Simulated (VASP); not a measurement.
# Sr3Os (P4/mmm) in VASP: a series of runs

Runs on Sr3Os. Level: PBE. Tasks: single point.

Program: VASP 6.6.1. These are calculated values, not measurements. Logs are shortened: lines on timing, memory, paths and dates and some standing lists are left out, and cuts for length are marked.

## Step 1: The cell of the first run

It takes space group P4/mmm (No. 123, tetragonal). The conventional cell has a = 4.752 Å, b = 4.752 Å, c = 4.703 Å, α = 90.00°, β = 90.00°, γ = 90.00°. Sr (site symmetry mmm) has 8 Sr at 3.34 to 3.36 Å and 4 Os at 3.34 Å within 4.4 Å. Sr (site symmetry 4/mmm) has 8 Sr at 3.34 Å and 4 Os at 3.36 Å within 4.4 Å. Within 4.4 Å of Os (site symmetry 4/mmm) lie 12 Sr at 3.34 to 3.36 Å.

## Step 2: Single point, PBE

INCAR reads:

```
SYSTEM = Sr3Os
  PREC = Accurate
  ENCUT = 520
  EDIFF = 1E-6
  ISMEAR = 0
  SIGMA = 0.1
  LREAL = .False.
  LASPH = .True.
  NELM = 80
  ALGO = Normal
  ISIF = 2
  LWAVE = .False.
  LCHARG = .True.
  GGA = PE
  LELF = .True.
  LVHAR = .True.
  NBANDS = 27
```

KPOINTS reads:

```
regular mesh
0
Gamma
  4 4 4
  0 0 0
```

POSCAR reads:

```
Sr3Os
1.0
    4.7517003175      0.0000000000      0.0000000000
    0.0000000000      4.7517003175      0.0000000000
    0.0000000000      0.0000000000      4.7028594703
Sr Os
3 1
Direct
    0.0000000000      0.5000000000      0.5000000000
    0.5000000000      0.0000000000      0.5000000000
    0.5000000000      0.5000000000      0.0000000000
    0.0000000000      0.0000000000      0.0000000000
```

Potentials or basis: VASP PAW PBE potentials, release 64 (Sr_sv, Os).

Command:

```sh
$ cat potpaw_PBE.64/Sr_sv/POTCAR potpaw_PBE.64/Os/POTCAR > POTCAR
$ mpirun -np 1 vasp_std > vasp.out
```

OUTCAR:

```text
SYSTEM = Sr3Os
   PREC = Accurate
   ENCUT = 520
   EDIFF = 1E-6
   ISMEAR = 0
   LREAL = .False.
   LASPH = .True.
   NELM = 80
   ISIF = 2
   GGA = PE

 ion  position               nearest neighbor table
   1  0.000  0.500  0.500-   3 3.34   4 3.34   3 3.34   4 3.34   4 3.34   4 3.34   3 3.34   3 3.34
                             2 3.36   2 3.36   2 3.36   2 3.36
   2  0.500  0.000  0.500-   3 3.34   4 3.34   3 3.34   4 3.34   3 3.34   3 3.34   4 3.34   4 3.34
                             1 3.36   1 3.36   1 3.36   1 3.36
   3  0.500  0.500  0.000-   1 3.34   2 3.34   1 3.34   2 3.34   2 3.34   2 3.34   1 3.34   1 3.34
                             4 3.36   4 3.36   4 3.36   4 3.36
   4  0.000  0.000  0.000-   1 3.34   2 3.34   1 3.34   2 3.34   1 3.34   1 3.34   2 3.34   2 3.34
                             3 3.36   3 3.36   3 3.36   3 3.36

  LATTYP: Found a simple tetragonal cell.
 ALAT       =     4.7517003175
 C/A-ratio  =     0.9897213957

  Lattice vectors:

 A1 = (   4.7517003175,   0.0000000000,   0.0000000000)
 A2 = (   0.0000000000,   4.7517003175,   0.0000000000)
 A3 = (   0.0000000000,   0.0000000000,   4.7028594703)

Analysis of symmetry for initial positions (statically):
=====================================================================
 Subroutine PRICEL returns:
 Original cell was already a primitive cell.

 Routine SETGRP: Setting up the symmetry group for a
 simple tetragonal supercell.

 Subroutine GETGRP returns: Found 16 space group operations
 (whereof 16 operations were pure point group operations)
 out of a pool of 16 trial point group operations.

The static configuration has the point symmetry D_4h.

Analysis of symmetry for dynamics (positions and initial velocities):
=====================================================================
 Subroutine PRICEL returns:
 Original cell was already a primitive cell.

 Routine SETGRP: Setting up the symmetry group for a
 simple tetragonal supercell.

 Subroutine GETGRP returns: Found 16 space group operations
 (whereof 16 operations were pure point group operations)
 out of a pool of 16 trial point group operations.

The dynamic configuration has the point symmetry D_4h.

 Subroutine INISYM returns: Found 16 space group operations
 (whereof 16 operations are pure point group operations),
 and found     1 'primitive' translations

----------------------------------------------------------------------------------------

                                     Primitive cell

[... 88 lines left out ...]
   LREAL  =      F    real-space projection
   EDIFFG = 0.1E-04   stopping-criterion for IOM
   NSW    =      0    number of steps for IOM
   IBRION =     -1    ionic relax: 0-MD 1-quasi-New 2-CG
   NFREE  =      0    steps in history (QN), initial steepest desc. (CG)
   ISIF   =      2    stress and relaxation
   ISYM   =      2    0-nonsym 1-usesym 2-fastsym
   POTIM  = 0.5000    time-step for ionic-motion
   TEBEG  =    0.0;   TEEND  =   0.0 temperature during run
   PSTRESS=    0.0 pullay stress
   NELECT =      38.0000    total number of electrons
   NUPDOWN=      -1.0000    fix difference up-down
   EMIN   =  10.00;   EMAX   =-10.00  energy-range for DOS
   EFERMI =   0.00;   METHOD = LEGACY
   ISMEAR =     0;   SIGMA  =   0.10  broadening in eV -4-tet -1-fermi 0-gaus
   EFERMI_NEDOS =   21; number of points for ismear=-14 and -15
   IALGO  =     38    algorithm
   IMIX   =      4    mixing-type and parameters
     AMIX     =   0.40;   BMIX     =  1.00
     AMIX_MAG =   1.60;   BMIX_MAG =  1.00
  volume/ion in A,a.u.               =      26.55       179.14
  Fermi-wavevector in a.u.,A,eV,Ry     =   1.162294  2.196417 18.380483  1.350927
  Thomas-Fermi vector in A             =   2.298857
   LORBIT       =      0    0 simple, 1 ext, 2 COOP (PROOUT), +10 PAW based schemes
   GGA     = PE    functional components
   LHFCALC =     F    Hartree Fock is set to
   AEXX    =    0.0000 exact exchange contribution
   IVDW    =     0    specifies the selected vdW correction
   LEPSILON=     F    determine dielectric tensor
   LRPA    =     F    only Hartree local field effects (RPA)
 non-spin polarized calculation
 Gauss-broadening in eV      SIGMA  =   0.10
  energy-cutoff  :      520.00
  volume of cell :      106.18
 maximum number of plane-waves:      2881
 NGX is ok and might be reduce to    36
   NGX = 17   NGY = 17   NGZ = 17

 number of electron      38.0000001 magnetization

 Free energy of the ion-electron system (eV)
  ---------------------------------------------------
  ext. energy  EPLUGINS =         0.00000000
  ---------------------------------------------------
  free energy    TOTEN  =       -12.84776339 eV

  energy without entropy =      -12.82522144  energy(sigma->0) =      -12.83649242

 E-fermi :   4.0477     XC(G=0): -10.0503

 val. band max:        4.0452688767   @ k =   0.5000   0.0000   0.2500
 cond. band min:       4.0802517175   @ k =   0.2500   0.0000   0.5000
 fundamental gap:      0.0349828408
 Fermi energy:         4.0477173708

 k-point     1 :       0.0000    0.0000    0.0000
  band No.  band energies     occupation
      1     -31.4117      2.00000
      2     -31.1251      2.00000
      3     -31.1092      2.00000
      4     -14.0329      2.00000
      5     -14.0303      2.00000
      6     -14.0303      2.00000
[... 529 lines left out ...]
     26       7.3543      0.00000
     27       7.4738      0.00000

------------------------ aborting loop because EDIFF is reached ----------------------------------------

  FORCE on cell =-STRESS in cart. coord.  units (eV):
  Direction    XX          YY          ZZ          XY          YZ          ZX
  --------------------------------------------------------------------------------------
  -------------------------------------------------------------------------------------
  Total        4.5317483      4.5317483      4.7772831      0.0000000     -0.0000000      0.0000000
  in kB       68.3779821     68.3779821     72.0827715      0.0000000     -0.0000000      0.0000000
  external PRESSURE =      69.6129119 kB  Pullay stress =       0.0000000 kB

 VOLUME and BASIS-vectors are now :
 -----------------------------------------------------------------------------
  energy-cutoff  :      520.00
  volume of cell :      106.18
      direct lattice vectors                 reciprocal lattice vectors
     4.751700318  0.000000000  0.000000000     0.210450982  0.000000000  0.000000000
     0.000000000  4.751700318  0.000000000     0.000000000  0.210450982  0.000000000
     0.000000000  0.000000000  4.702859470     0.000000000  0.000000000  0.212636590

 POSITION                                       TOTAL-FORCE (eV/Angst)
 -----------------------------------------------------------------------------------
      0.00000      2.37585      2.35143         0.000000      0.000000      0.000000
      2.37585      0.00000      2.35143         0.000000      0.000000      0.000000
      2.37585      2.37585      0.00000         0.000000      0.000000      0.000000
      0.00000      0.00000      0.00000         0.000000      0.000000      0.000000
 -----------------------------------------------------------------------------------
    total drift:                                0.000000      0.000000      0.000000

  FREE ENERGIE OF THE ION-ELECTRON SYSTEM (eV)
  ---------------------------------------------------
  free  energy   TOTEN  =       -12.8477633907 eV

  energy  without entropy=      -12.8252214429  energy(sigma->0) =      -12.83649242
```

Run time: 59 s. Hardware: 1 thread of Intel Xeon 8259CL, shared host; peak memory 0.23 GiB.

What came out:

```yaml
Free_energy: -12.8478 eV
Pressure: 7.0 GPa
Band_gap_on_the_k_mesh: zero (bands 19 and 20 overlap by 1.48 eV)
```

Stress tensor (GPa, compression positive):
```
6.84 0.00 0.00
0.00 6.84 0.00
0.00 0.00 7.21
```

Levels at points of the mesh, in eV from the Fermi level:
```
           k point  band 16  band 17  band 18  band 19  band 20  band 21  band 22  band 23
(0.00, 0.00, 0.00)    -2.02    -1.41    -1.39    -1.39     1.90     1.90     1.95     3.19
(0.50, 0.00, 0.00)    -0.99    -0.54    -0.52    -0.49    -0.22     1.14     1.16     1.24
(0.50, 0.50, 0.00)    -0.52    -0.52    -0.44    -0.44    -0.02     0.59     0.85     1.72
(0.00, 0.00, 0.50)    -0.98    -0.50    -0.50    -0.49    -0.18     1.17     1.17     1.17
(0.50, 0.00, 0.50)    -0.55    -0.55    -0.41    -0.41     0.00     0.63     0.76     1.71
(0.50, 0.50, 0.50)    -1.81    -0.27    -0.23     1.26     1.26     1.35     1.97     1.98
```

Caveat: the cell stands under pressure; spin-orbit coupling is left out, which moves the levels of the heavy elements.

## Step 3: Single point, PBE

This run uses another cell than the first one, of 31.09 Å³/atom.

INCAR reads:

```
PREC     = Accurate       # precision mode
ENCUT    = 520            # plane-wave cutoff, eV
EDIFF    = 1E-6           # SCF threshold, eV
ISMEAR   = 0              # smearing method
SIGMA    = 0.1            # smearing width, eV
LREAL    = False          # projectors in reciprocal space
LASPH    = True           # aspherical terms in the spheres
NELM     = 100            # most SCF steps
ALGO     = Fast           # electronic algorithm
ISIF     = 2              # what is computed and relaxed
LWAVE    = False          # write WAVECAR
LCHARG   = True           # write CHGCAR
GGA      = PE             # functional
LELF     = True           # ELF
LVHAR    = True         
NBANDS   = 27             # bands
```

KPOINTS reads:

```
Automatic mesh
0
Gamma
  4 4 4
```

POSCAR reads:

```
Sr3Os
1.0
    4.9960548207      0.0000000000      0.0000000000
    0.0000000000      4.9960548207      0.0000000000
    0.0000000000      0.0000000000      4.9825646025
Sr Os
3 1
Direct
    0.0000000000      0.5000000000      0.5000000000
    0.5000000000      0.0000000000      0.5000000000
    0.5000000000      0.5000000000      0.0000000000
    0.0000000000      0.0000000000      0.0000000000
```

Potentials or basis: VASP PAW PBE potentials, release 64 (Sr_sv, Os).

Command:

```sh
$ cat potpaw_PBE.64/Sr_sv/POTCAR potpaw_PBE.64/Os/POTCAR > POTCAR
$ mpirun -np 1 vasp_std > vasp.out
```

Wall time 2.6 min (1 thread of Intel Xeon 8259CL, shared host); peak memory 0.27 GiB.

The run converged. Its results:

```yaml
Free_energy: -13.2209 eV
Pressure: 0.3 GPa
Band_gap_on_the_k_mesh: zero (bands 19 and 20 overlap by 1.30 eV)
```

Stress tensor (GPa, compression positive):
```
0.27 0.00 0.00
0.00 0.27 0.00
0.00 0.00 0.35
```

Levels at points of the mesh, in eV from the Fermi level:
```tsv
k point	band 16	band 17	band 18	band 19	band 20	band 21	band 22	band 23
(0.00, 0.00, 0.00)	-1.61	-1.05	-1.05	-1.05	1.80	1.80	1.82	2.78
(0.50, 0.00, 0.00)	-0.73	-0.46	-0.46	-0.32	-0.17	1.09	1.11	1.27
(0.50, 0.50, 0.00)	-0.67	-0.54	-0.47	-0.47	0.00	0.30	0.92	1.63
(0.00, 0.00, 0.50)	-0.73	-0.46	-0.46	-0.31	-0.17	1.10	1.10	1.27
(0.50, 0.00, 0.50)	-0.66	-0.54	-0.48	-0.48	0.00	0.31	0.90	1.61
(0.50, 0.50, 0.50)	-1.58	-0.17	-0.16	1.13	1.13	1.15	1.43	1.43
```

Caveat: spin-orbit coupling is left out, which moves the levels of the heavy elements.
